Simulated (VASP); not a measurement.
# Ta2Ru (Fd-3m) in VASP: relaxation of cell and atoms with PBE

Aim: the relaxation of cell and atoms of Ta2Ru with PBE.

Program: VASP 6.6.1. These are calculated values, not measurements. Logs are shortened: lines on timing, memory, paths and dates and some standing lists are left out, and cuts for length are marked.

### Step 1. The cell of the first run

It takes space group Fd-3m (No. 227, cubic). The conventional cell has a = 7.499 Å, b = 7.499 Å, c = 7.499 Å, α = 90.00°, β = 90.00°, γ = 90.00°. Ta (site symmetry -3m) has 6 Ta at 2.65 Å and 6 Ru at 3.11 Å within 3.5 Å. Within 4.1 Å of Ru (site symmetry -43m) lie 12 Ta at 3.11 Å and 4 Ru at 3.25 Å.

### Step 2. Relaxation of cell and atoms, PBE

Contents of INCAR:

```
PREC = Accurate
ENCUT = 600
EDIFF = 1E-7
ISMEAR = 0
SIGMA = 0.1
LREAL = False
LASPH = True
NELM = 100
ALGO = Fast
ISIF = 3
LWAVE = False
LCHARG = False
GGA = PE
IBRION = 2
NSW = 100
EDIFFG = -0.01
```

Contents of KPOINTS:

```
Automatic mesh
0
Gamma
  10 10 10
```

Contents of POSCAR:

```
Ta2Ru
1.0
    0.0000000000      3.7495093331      3.7495093331
    3.7495093331      0.0000000000      3.7495093331
    3.7495093331      3.7495093331      0.0000000000
Ta Ru
4 2
Direct
    0.1250000000      0.1250000000      0.1250000000
    0.6250000000      0.1250000000      0.1250000000
    0.1250000000      0.1250000000      0.6250000000
    0.1250000000      0.6250000000      0.1250000000
    0.5000000000      0.5000000000      0.5000000000
    0.7500000000      0.7500000000      0.7500000000
```

Potentials or basis: VASP PAW PBE potentials, release 64 (Ta_pv, Ru_pv).

On the command line:

```console
$ cat potpaw_PBE.64/Ta_pv/POTCAR potpaw_PBE.64/Ru_pv/POTCAR > POTCAR
$ mpirun -np 1 vasp_std > vasp.out
```

OUTCAR:

```text
PREC = Accurate
   ENCUT = 600
   EDIFF = 1E-7
   ISMEAR = 0
   LREAL = False
   LASPH = True
   NELM = 100
   ISIF = 3
   GGA = PE
   IBRION = 2
   NSW = 100
   EDIFFG = -0.01

 ion  position               nearest neighbor table
   1  0.125  0.125  0.125-   2 2.65   3 2.65   4 2.65   3 2.65   4 2.65   2 2.65   6 3.11   5 3.11
                             6 3.11   5 3.11   6 3.11   5 3.11
   2  0.625  0.125  0.125-   1 2.65   3 2.65   4 2.65   1 2.65   3 2.65   4 2.65   6 3.11   5 3.11
                             5 3.11   6 3.11   5 3.11   6 3.11
   3  0.125  0.125  0.625-   1 2.65   1 2.65   2 2.65   4 2.65   4 2.65   2 2.65   6 3.11   5 3.11
                             6 3.11   5 3.11   6 3.11   5 3.11
   4  0.125  0.625  0.125-   1 2.65   3 2.65   1 2.65   2 2.65   3 2.65   2 2.65   6 3.11   5 3.11
                             6 3.11   5 3.11   6 3.11   5 3.11
   5  0.500  0.500  0.500-   1 3.11   1 3.11   1 3.11   2 3.11   3 3.11   4 3.11   4 3.11   2 3.11
                             4 3.11   3 3.11   2 3.11   3 3.11   6 3.25   6 3.25   6 3.25   6 3.25
   6  0.750  0.750  0.750-   2 3.11   3 3.11   4 3.11   1 3.11   1 3.11   1 3.11   2 3.11   2 3.11
                             3 3.11   4 3.11   3 3.11   4 3.11   5 3.25   5 3.25   5 3.25   5 3.25

  LATTYP: Found a face centered cubic cell.
 ALAT       =     7.4990186662

  Lattice vectors:

 A1 = (   0.0000000000,   3.7495093331,   3.7495093331)
 A2 = (   3.7495093331,   0.0000000000,   3.7495093331)
 A3 = (   3.7495093331,   3.7495093331,   0.0000000000)

Analysis of symmetry for initial positions (statically):
=====================================================================
 Subroutine PRICEL returns:
 Original cell was already a primitive cell.

 Routine SETGRP: Setting up the symmetry group for a
 face centered cubic supercell.

 Subroutine GETGRP returns: Found 48 space group operations
 (whereof 24 operations were pure point group operations)
 out of a pool of 48 trial point group operations.

The static configuration has the point symmetry T_d .
 The point group associated with its full space group is O_h .

Analysis of symmetry for dynamics (positions and initial velocities):
=====================================================================
 Subroutine PRICEL returns:
 Original cell was already a primitive cell.

 Routine SETGRP: Setting up the symmetry group for a
 face centered cubic supercell.

 Subroutine GETGRP returns: Found 48 space group operations
 (whereof 24 operations were pure point group operations)
 out of a pool of 48 trial point group operations.

The dynamic configuration has the point symmetry T_d .
 The point group associated with its full space group is O_h .

 Subroutine INISYM returns: Found 48 space group operations
 (whereof 24 operations are pure point group operations),
 and found     1 'primitive' translations

----------------------------------------------------------------------------------------

                                     Primitive cell

  volume of cell :     105.4274

  direct lattice vectors                    reciprocal lattice vectors
     0.000000000  3.749509333  3.749509333    -0.133350782  0.133350782  0.133350782
     3.749509333  0.000000000  3.749509333     0.133350782 -0.133350782  0.133350782
     3.749509333  3.749509333  0.000000000     0.133350782  0.133350782 -0.133350782

  length of vectors
     5.302606951  5.302606951  5.302606951     0.230970329  0.230970329  0.230970329

  position of ions in fractional coordinates (direct lattice)
     0.125000000  0.125000000  0.125000000
     0.625000000  0.125000000  0.125000000
     0.125000000  0.125000000  0.625000000
     0.125000000  0.625000000  0.125000000
     0.500000000  0.500000000  0.500000000
     0.750000000  0.750000000  0.750000000

  ion indices of the primitive-cell ions
   primitive index   ion index
                 1           1
                 2           2
                 3           3
                 4           4
                 5           5
                 6           6

----------------------------------------------------------------------------------------

 KPOINTS: Automatic mesh

Automatic generation of k-mesh.
 Grid dimensions read from file:
 generate k-points for:   10   10   10

 Generating k-lattice:

  Cartesian coordinates                     Fractional coordinates (reciprocal lattice)
    -0.013335078  0.013335078  0.013335078     0.100000000  0.000000000  0.000000000
     0.013335078 -0.013335078  0.013335078     0.000000000  0.100000000  0.000000000
     0.013335078  0.013335078 -0.013335078     0.000000000  0.000000000  0.100000000

  Length of vectors
     0.023097033  0.023097033  0.023097033

  Shift w.r.t. Gamma in fractional coordinates (k-lattice)
     0.000000000  0.000000000  0.000000000

 Subroutine IBZKPT returns following result:
 ===========================================

 Found     47 irreducible k-points:

 Following reciprocal coordinates:
            Coordinates               Weight
  0.000000  0.000000  0.000000      1.000000
  0.100000  0.000000  0.000000      8.000000
  0.200000  0.000000  0.000000      8.000000
  0.300000  0.000000  0.000000      8.000000
  0.400000  0.000000  0.000000      8.000000
  0.500000  0.000000  0.000000      4.000000
[... 16 lines left out ...]
  0.300000  0.300000  0.000000      6.000000
  0.400000  0.300000  0.000000     24.000000
 [... further k-points ...]
   k-points           NKPTS =     47   k-points in BZ     NKDIM =     47   number of bands    NBANDS=     43
   number of dos      NEDOS =    301   number of ions     NIONS =      6
   total plane-waves  NPLWV =  74088
   dimension x,y,z NGX =    42 NGY =   42 NGZ =   42
   dimension x,y,z NGXF=    84 NGYF=   84 NGZF=   84
   ions per type =               4   2
   NGX,Y,Z   is equivalent  to a cutoff of  13.17, 13.17, 13.17 a.u.
   NGXF,Y,Z  is equivalent  to a cutoff of  26.34, 26.34, 26.34 a.u.
 SYSTEM =  unknown system
   PREC   = accura    normal or accurate (medium, high low for compatibility)
   ISTART =      0    job   : 0-new  1-cont  2-samecut
   ICHARG =      2    charge: 1-file 2-atom 10-const
   ISPIN  =      1    spin polarized calculation?
   LNONCOLLINEAR =      F non collinear calculations
   LSORBIT =      F    spin-orbit coupling
   LASPH  =      T    aspherical Exc in radial PAW
   ENCUT  =  600.0 eV  44.10 Ry    6.64 a.u.  10.59 10.59 10.59*2*pi/ulx,y,z
   NELM   =    100;   NELMIN=  2; NELMDL= -5     # of ELM steps
   EDIFF  = 0.1E-06   stopping-criterion for ELM
   LREAL  =      F    real-space projection
   EDIFFG = -.1E-01   stopping-criterion for IOM
   NSW    =    100    number of steps for IOM
   IBRION =      2    ionic relax: 0-MD 1-quasi-New 2-CG
   NFREE  =      1    steps in history (QN), initial steepest desc. (CG)
   ISIF   =      3    stress and relaxation
   ISYM   =      2    0-nonsym 1-usesym 2-fastsym
   POTIM  = 0.5000    time-step for ionic-motion
   TEBEG  =    0.0;   TEEND  =   0.0 temperature during run
   PSTRESS=    0.0 pullay stress
   NELECT =      72.0000    total number of electrons
   NUPDOWN=      -1.0000    fix difference up-down
   EMIN   =  10.00;   EMAX   =-10.00  energy-range for DOS
   EFERMI =   0.00;   METHOD = LEGACY
   ISMEAR =     0;   SIGMA  =   0.10  broadening in eV -4-tet -1-fermi 0-gaus
   EFERMI_NEDOS =   21; number of points for ismear=-14 and -15
   IALGO  =     68    algorithm
   IMIX   =      4    mixing-type and parameters
     AMIX     =   0.40;   BMIX     =  1.00
     AMIX_MAG =   1.60;   BMIX_MAG =  1.00
  volume/ion in A,a.u.               =      17.57       118.58
  Fermi-wavevector in a.u.,A,eV,Ry     =   1.441677  2.724374 28.278782  2.078432
  Thomas-Fermi vector in A             =   2.560282
   LORBIT       =      0    0 simple, 1 ext, 2 COOP (PROOUT), +10 PAW based schemes
   GGA     = PE    functional components
   LHFCALC =     F    Hartree Fock is set to
   AEXX    =    0.0000 exact exchange contribution
   IVDW    =     0    specifies the selected vdW correction
   LEPSILON=     F    determine dielectric tensor
   LRPA    =     F    only Hartree local field effects (RPA)
 conjugate gradient relaxation of ions
 non-spin polarized calculation
 RMM-DIIS sequential band-by-band and
 Gauss-broadening in eV      SIGMA  =   0.10
  energy-cutoff  :      600.00
  volume of cell :      105.43
 maximum number of plane-waves:      3557
   NGX = 21   NGY = 21   NGZ = 21

--------------------------------------- Ionic step        1  -------------------------------------------

 number of electron      72.0000012 magnetization

 Free energy of the ion-electron system (eV)
  ---------------------------------------------------
  ext. energy  EPLUGINS =         0.00000000
  ---------------------------------------------------
  free energy    TOTEN  =       -62.99302912 eV

  energy without entropy =      -62.94477386  energy(sigma->0) =      -62.96890149

------------------------ aborting loop because EDIFF is reached ----------------------------------------

  FORCE on cell =-STRESS in cart. coord.  units (eV):
  Direction    XX          YY          ZZ          XY          YZ          ZX
  --------------------------------------------------------------------------------------
  -------------------------------------------------------------------------------------
  Total       -0.2143369     -0.2143369     -0.2143369      0.0000000     -0.0000000      0.0000000
  in kB       -3.2572730     -3.2572730     -3.2572730      0.0000000     -0.0000000      0.0000000
  external PRESSURE =      -3.2572730 kB  Pullay stress =       0.0000000 kB
[... 65 lines left out ...]
  energy  without entropy=      -62.9447168834  energy(sigma->0) =      -62.96859504

--------------------------------------- Ionic step        3  -------------------------------------------

 number of electron      72.0000012 magnetization

 Free energy of the ion-electron system (eV)
  ---------------------------------------------------
  ext. energy  EPLUGINS =         0.00000000
  ---------------------------------------------------
  free energy    TOTEN  =       -62.99321665 eV

  energy without entropy =      -62.94512990  energy(sigma->0) =      -62.96917328

 E-fermi :   6.4941     XC(G=0): -12.6501

 val. band max:        6.4889416889   @ k =   0.5000   0.3000   0.1000
 cond. band min:       6.5050262721   @ k =   0.1000   0.1000   0.0000
 fundamental gap:      0.0160845831
 Fermi energy:         6.4940834735

 k-point     1 :       0.0000    0.0000    0.0000
  band No.  band energies     occupation
      1     -35.5285      2.00000
      2     -35.5285      2.00000
      3     -35.5285      2.00000
      4     -35.4908      2.00000
      5     -35.4908      2.00000
      6     -35.4908      2.00000
[... 1093 lines left out ...]
     42       8.6552      0.00000
     43       9.5850      0.00000

 [... further k-points ...]
[... 5 lines left out ...]
  --------------------------------------------------------------------------------------
  -------------------------------------------------------------------------------------
  Total        0.0019869      0.0019869      0.0019869     -0.0000000     -0.0000000      0.0000000
  in kB        0.0302477      0.0302477      0.0302477     -0.0000000     -0.0000000      0.0000000
  external PRESSURE =       0.0302477 kB  Pullay stress =       0.0000000 kB
[... 21 lines left out ...]
  FREE ENERGIE OF THE ION-ELECTRON SYSTEM (eV)
  ---------------------------------------------------
  free  energy   TOTEN  =       -62.9932166517 eV

  energy  without entropy=      -62.9451298996  energy(sigma->0) =      -62.96917328

 reached required accuracy - stopping structural energy minimisation
```

It took 14 min on 1 thread of Intel Xeon Platinum 8259CL at 2.50GHz (Skylake/Cascade Lake), shared host; peak memory 0.41 GiB.

What came out:

```yaml
Free_energy: -62.9932 eV
Relaxed_volume: 17.54 Å³/atom
Relaxed_cell: a = 5.300 Å, b = 5.300 Å, c = 5.300 Å, α = 60.00°, β = 60.00°, γ = 60.00°
Space_group_after_relaxing_to_0.1_Å: Fd-3m (No. 227)
Energy_gained_by_relaxing: 0.0 meV/atom
Ionic_steps: 3
Pressure_after_relaxing: 0.0 GPa
Band_gap_on_the_k_mesh: zero (bands 36 and 37 overlap by 0.51 eV)
```

Step by step:
| step | energy change (eV) | largest force (eV/Å) | pressure (GPa) | volume (Å³) |
| --- | --- | --- | --- | --- |
| 1 | 0.0000 | 0.0000 | -0.33 | 105.43 |
| 2 | 0.0006 | 0.0000 | 0.66 | 104.88 |
| 3 | -0.0002 | 0.0000 | 0.00 | 105.24 |

Final structure:
```yaml
crystal:
  lattice:
    - [0.00000, 3.74734, 3.74734]
    - [3.74734, 0.00000, 3.74734]
    - [3.74734, 3.74734, 0.00000]
  atoms:
    - { symbol: Ta, position: [0.12500, 0.12500, 0.12500] }
    - { symbol: Ta, position: [0.62500, 0.12500, 0.12500] }
    - { symbol: Ta, position: [0.12500, 0.12500, 0.62500] }
    - { symbol: Ta, position: [0.12500, 0.62500, 0.12500] }
    - { symbol: Ru, position: [0.50000, 0.50000, 0.50000] }
    - { symbol: Ru, position: [0.75000, 0.75000, 0.75000] }
```

Levels at points of the mesh, in eV from the Fermi level:
| k point | band 34 | band 35 | band 36 | band 37 | band 38 | band 39 |
| --- | --- | --- | --- | --- | --- | --- |
| (0.00, 0.00, 0.00) | -0.11 | -0.11 | -0.11 | 0.07 | 0.07 | 3.59 |
| (0.50, 0.00, 0.00) | -0.36 | -0.36 | -0.18 | 0.12 | 1.46 | 1.46 |
| (0.50, 0.50, 0.00) | -0.45 | -0.08 | -0.08 | 0.73 | 0.73 | 1.51 |

Caveat: spin-orbit coupling is left out, which moves the levels of the heavy elements.
